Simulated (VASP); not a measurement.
# Au (Cmcm) in VASP: single point with PBEsol

Aim: the single point of Au with PBEsol.

Program: VASP 6.6.1. These are calculated values, not measurements. Logs are shortened: lines on timing, memory, paths and dates and some standing lists are left out, and cuts for length are marked.

## Step 1: The cell of the first run

The structure is orthorhombic, space group Cmcm (No. 63). Conventional cell: a = 2.823 Å, b = 5.112 Å, c = 4.893 Å, α = 90.00°, β = 90.00°, γ = 90.00°. Au (site symmetry m2m) has 12 Au at 2.82 to 2.97 Å within 3.7 Å.

## Step 2: Single point, PBEsol

Input file INCAR:

```
SYSTEM = Au
ALGO = Fast ; EDIFF = 1E-6
ENCUT = 520 ; GGA = PS
ISIF = 2 ; ISMEAR = 0
LASPH = .True. ; LCHARG = .False.
LREAL = .False. ; LWAVE = .False.
NBANDS = 18 ; NELM = 100
PREC = Accurate ; SIGMA = 0.05
```

Input file KPOINTS:

```
k-points
0
Gamma
  14 14 8
  0 0 0
```

Input file POSCAR:

```
Au
1.0
   -2.8226199300      0.0000000000      0.0000000000
    1.4113099650     -2.5559330250      0.0000000000
    0.0000000000      0.0000000000      4.8931696100
Au
2
Direct
    0.6653279700      0.3306559400      0.2500000000
    0.3346720300      0.6693440600      0.7500000000
```

Potentials or basis: VASP PAW PBE potentials, release 64 (Au).

Launch:

```sh
> cat potpaw_PBE.64/Au/POTCAR > POTCAR
> mpirun -np 1 vasp_std > vasp.out
```

OUTCAR:

```text
SYSTEM = Au
   EDIFF = 1E-6
   ENCUT = 520
   GGA = PS
   ISIF = 2
   ISMEAR = 0
   LASPH = .True.
   LREAL = .False.
   NELM = 100
   PREC = Accurate

 ion  position               nearest neighbor table
   1  0.665  0.331  0.250-   2 2.95   2 2.95   2 2.95   2 2.95   2 2.97   2 2.97
   2  0.335  0.669  0.750-   1 2.95   1 2.95   1 2.95   1 2.95   1 2.97   1 2.97

  LATTYP: Found a base centered orthorhombic cell.
 ALAT       =     2.8226199300
 B/A-ratio  =     1.8110359088
 C/A-ratio  =     1.7335559627

  Lattice vectors:

 A1 = (  -1.4113099650,   2.5559330250,   0.0000000000)
 A2 = (  -1.4113099650,  -2.5559330250,   0.0000000000)
 A3 = (   0.0000000000,   0.0000000000,   4.8931696100)

Analysis of symmetry for initial positions (statically):
=====================================================================
 Subroutine PRICEL returns:
 Original cell was already a primitive cell.

 Routine SETGRP: Setting up the symmetry group for a
 base centered orthorhombic supercell.

 Subroutine GETGRP returns: Found  8 space group operations
 (whereof  4 operations were pure point group operations)
 out of a pool of  8 trial point group operations.

The static configuration has the point symmetry C_2h.
 The point group associated with its full space group is D_2h.

Analysis of symmetry for dynamics (positions and initial velocities):
=====================================================================
 Subroutine PRICEL returns:
 Original cell was already a primitive cell.

 Routine SETGRP: Setting up the symmetry group for a
 base centered orthorhombic supercell.

 Subroutine GETGRP returns: Found  8 space group operations
 (whereof  4 operations were pure point group operations)
 out of a pool of  8 trial point group operations.

The dynamic configuration has the point symmetry C_2h.
 The point group associated with its full space group is D_2h.

 Subroutine INISYM returns: Found  8 space group operations
 (whereof  4 operations are pure point group operations),
 and found     1 'primitive' translations

----------------------------------------------------------------------------------------

                                     Primitive cell

  volume of cell :      35.3014

  direct lattice vectors                    reciprocal lattice vectors
    -2.822619930  0.000000000  0.000000000    -0.354280783 -0.195623279  0.000000000
     1.411309965 -2.555933025  0.000000000     0.000000000 -0.391246559  0.000000000
     0.000000000  0.000000000  4.893169610     0.000000000  0.000000000  0.204366511

  length of vectors
     2.822619930  2.919689957  4.893169610     0.404701545  0.391246559  0.204366511

  position of ions in fractional coordinates (direct lattice)
     0.665327970  0.330655940  0.250000000
     0.334672030  0.669344060  0.750000000

  ion indices of the primitive-cell ions
   primitive index   ion index
                 1           1
                 2           2

----------------------------------------------------------------------------------------

 KPOINTS: k-points

Automatic generation of k-mesh.
 Grid dimensions read from file:
 generate k-points for:   14   14    8

 Generating k-lattice:

  Cartesian coordinates                     Fractional coordinates (reciprocal lattice)
    -0.025305770 -0.013973091  0.000000000     0.071428571  0.000000000  0.000000000
     0.000000000 -0.027946183  0.000000000     0.000000000  0.071428571  0.000000000
     0.000000000  0.000000000  0.025545814     0.000000000  0.000000000  0.125000000

  Length of vectors
     0.028907253  0.027946183  0.025545814

  Shift w.r.t. Gamma in fractional coordinates (k-lattice)
     0.000000000  0.000000000  0.000000000

 Subroutine IBZKPT returns following result:
 ===========================================

 Found    285 irreducible k-points:

 Following reciprocal coordinates:
            Coordinates               Weight
  0.000000  0.000000  0.000000      1.000000
  0.071429 -0.000000  0.000000      4.000000
  0.142857 -0.000000  0.000000      4.000000
  0.214286  0.000000  0.000000      4.000000
  0.285714  0.000000  0.000000      4.000000
  0.357143 -0.000000  0.000000      4.000000
[... 16 lines left out ...]
  0.071429  0.142857  0.000000      4.000000
  0.142857  0.142857  0.000000      4.000000
 [... further k-points ...]
   k-points           NKPTS =    285   k-points in BZ     NKDIM =    285   number of bands    NBANDS=     18
   number of dos      NEDOS =    301   number of ions     NIONS =      2
   total plane-waves  NPLWV =  20736
   dimension x,y,z NGX =    24 NGY =   24 NGZ =   36
   dimension x,y,z NGXF=    48 NGYF=   48 NGZF=   72
   ions per type =               2
   NGX,Y,Z   is equivalent  to a cutoff of  14.14, 13.67, 12.23 a.u.
   NGXF,Y,Z  is equivalent  to a cutoff of  28.27, 27.33, 24.46 a.u.
 SYSTEM =  Au
   PREC   = accura    normal or accurate (medium, high low for compatibility)
   ISTART =      0    job   : 0-new  1-cont  2-samecut
   ICHARG =      2    charge: 1-file 2-atom 10-const
   ISPIN  =      1    spin polarized calculation?
   LNONCOLLINEAR =      F non collinear calculations
   LSORBIT =      F    spin-orbit coupling
   LASPH  =      T    aspherical Exc in radial PAW
   ENCUT  =  520.0 eV  38.22 Ry    6.18 a.u.   5.25  5.43  9.10*2*pi/ulx,y,z
   NELM   =    100;   NELMIN=  2; NELMDL= -5     # of ELM steps
   EDIFF  = 0.1E-05   stopping-criterion for ELM
   LREAL  =      F    real-space projection
[... 7 lines left out ...]
   TEBEG  =    0.0;   TEEND  =   0.0 temperature during run
   PSTRESS=    0.0 pullay stress
   NELECT =      22.0000    total number of electrons
   NUPDOWN=      -1.0000    fix difference up-down
   EMIN   =  10.00;   EMAX   =-10.00  energy-range for DOS
   EFERMI =   0.00;   METHOD = LEGACY
   ISMEAR =     0;   SIGMA  =   0.05  broadening in eV -4-tet -1-fermi 0-gaus
   EFERMI_NEDOS =   21; number of points for ismear=-14 and -15
   IALGO  =     68    algorithm
   IMIX   =      4    mixing-type and parameters
     AMIX     =   0.40;   BMIX     =  1.00
     AMIX_MAG =   1.60;   BMIX_MAG =  1.00
  volume/ion in A,a.u.               =      17.65       119.11
  Fermi-wavevector in a.u.,A,eV,Ry     =   1.398358  2.642513 26.604898  1.955405
  Thomas-Fermi vector in A             =   2.521524
   LORBIT       =      0    0 simple, 1 ext, 2 COOP (PROOUT), +10 PAW based schemes
   GGA     = PS    functional components
   LHFCALC =     F    Hartree Fock is set to
   AEXX    =    0.0000 exact exchange contribution
   IVDW    =     0    specifies the selected vdW correction
   LEPSILON=     F    determine dielectric tensor
   LRPA    =     F    only Hartree local field effects (RPA)
 non-spin polarized calculation
 RMM-DIIS sequential band-by-band and
 Gauss-broadening in eV      SIGMA  =   0.05
  energy-cutoff  :      520.00
  volume of cell :       35.30
 maximum number of plane-waves:       970
 NGX is ok and might be reduce to    24
   NGX = 11   NGY = 11   NGZ = 19

 number of electron      21.9999996 magnetization

 Free energy of the ion-electron system (eV)
  ---------------------------------------------------
  ext. energy  EPLUGINS =         0.00000000
  ---------------------------------------------------
  free energy    TOTEN  =        -7.80241046 eV

  energy without entropy =       -7.80146919  energy(sigma->0) =       -7.80193982

 E-fermi :   8.6556     XC(G=0): -12.6756

 val. band max:        8.6490516033   @ k =  -0.2857   0.1429   0.2500
 cond. band min:       8.6656292026   @ k =   0.0714   0.2143   0.2500
 fundamental gap:      0.0165775993
 Fermi energy:         8.6556115155

 k-point     1 :       0.0000    0.0000    0.0000
  band No.  band energies     occupation
      1      -0.8539      2.00000
      2       1.5564      2.00000
      3       3.9539      2.00000
      4       4.0123      2.00000
      5       4.3502      2.00000
      6       4.5954      2.00000
[... 10 lines left out ...]
     17      26.5743      0.00000
     18      27.5053      0.00000

 k-point     2 :       0.0714   -0.0000    0.0000
  band No.  band energies     occupation
      1      -0.6902      2.00000
      2       1.6962      2.00000
      3       3.9309      2.00000
      4       4.1370      2.00000
      5       4.3985      2.00000
      6       4.5973      2.00000
[... 10 lines left out ...]
     17      25.9567      0.00000
     18      26.5559      0.00000

 k-point     3 :       0.1429   -0.0000    0.0000
  band No.  band energies     occupation
      1      -0.2169      2.00000
      2       2.0723      2.00000
      3       3.8474      2.00000
      4       4.3819      2.00000
      5       4.4569      2.00000
      6       4.7108      2.00000
[... 10 lines left out ...]
     17      24.9692      0.00000
     18      26.5600      0.00000

 k-point     4 :       0.2143    0.0000    0.0000
  band No.  band energies     occupation
      1       0.5001      2.00000
      2       2.4906      2.00000
      3       3.7768      2.00000
      4       4.0173      2.00000
      5       4.2405      2.00000
      6       4.8210      2.00000
[... 375 lines left out ...]
      4       4.0645      2.00000
      5       4.5269      2.00000
      6       4.6962      2.00000
[... 10 lines left out ...]
     17      25.1371      0.00000
     18      26.0951      0.00000

 k-point    23 :       0.0714    0.1429    0.0000
  band No.  band energies     occupation
      1       0.1531      2.00000
      2       2.2744      2.00000
      3       3.5903      2.00000
      4       4.0514      2.00000
      5       4.3355      2.00000
      6       4.6558      2.00000
[... 10 lines left out ...]
     17      25.4534      0.00000
     18      25.8404      0.00000

 k-point    24 :       0.1429    0.1429    0.0000
  band No.  band energies     occupation
      1       0.8310      2.00000
      2       2.7095      2.00000
      3       3.4250      2.00000
      4       3.8660      2.00000
      5       4.1054      2.00000
      6       4.5244      2.00000
[... 10 lines left out ...]
     17      25.5678      0.00000
     18      25.6569      0.00000

 [... further k-points ...]

------------------------ aborting loop because EDIFF is reached ----------------------------------------

  FORCE on cell =-STRESS in cart. coord.  units (eV):
  Direction    XX          YY          ZZ          XY          YZ          ZX
  --------------------------------------------------------------------------------------
  -------------------------------------------------------------------------------------
  Total       -1.0600434     -1.1698993     -1.3915128      0.0000000      0.0000000      0.0000000
  in kB      -48.1107458    -53.0966251    -63.1546943      0.0000000      0.0000000      0.0000000
  external PRESSURE =     -54.7873551 kB  Pullay stress =       0.0000000 kB

 VOLUME and BASIS-vectors are now :
 -----------------------------------------------------------------------------
  energy-cutoff  :      520.00
  volume of cell :       35.30
      direct lattice vectors                 reciprocal lattice vectors
    -2.822619930  0.000000000  0.000000000    -0.354280783 -0.195623279  0.000000000
     1.411309965 -2.555933025  0.000000000     0.000000000 -0.391246559  0.000000000
     0.000000000  0.000000000  4.893169610     0.000000000  0.000000000  0.204366511

 POSITION                                       TOTAL-FORCE (eV/Angst)
 -----------------------------------------------------------------------------------
     -1.41131     -0.84513      1.22329         0.000000      0.002194     -0.000000
      0.00000     -1.71080      3.66988         0.000000     -0.002194      0.000000
 -----------------------------------------------------------------------------------
    total drift:                                0.000000     -0.000000     -0.000000

  FREE ENERGIE OF THE ION-ELECTRON SYSTEM (eV)
  ---------------------------------------------------
  free  energy   TOTEN  =        -7.8024104555 eV

  energy  without entropy=       -7.8014691872  energy(sigma->0) =       -7.80193982
```

Run time: 1.8 min. Hardware: 1 thread of Intel Xeon Platinum 8488C (Sapphire Rapids), shared host; peak memory 0.27 GiB.

What came out:

```yaml
Free_energy: -7.8024 eV
Pressure: -5.5 GPa
Band_gap_on_the_k_mesh: zero (bands 11 and 12 overlap by 6.29 eV)
```

Forces on the atoms (eV/Å):
```
Au   0.000  0.002  0.000
Au   0.000 -0.002  0.000
```

Stress tensor (GPa, compression positive):
```
-4.81  0.00  0.00
 0.00 -5.31  0.00
 0.00  0.00 -6.32
```

Caveat: the cell stands under tension; the PAW data sets were made with another functional, which shifts forces and pressure a little; spin-orbit coupling is left out, which moves the levels of the heavy elements.
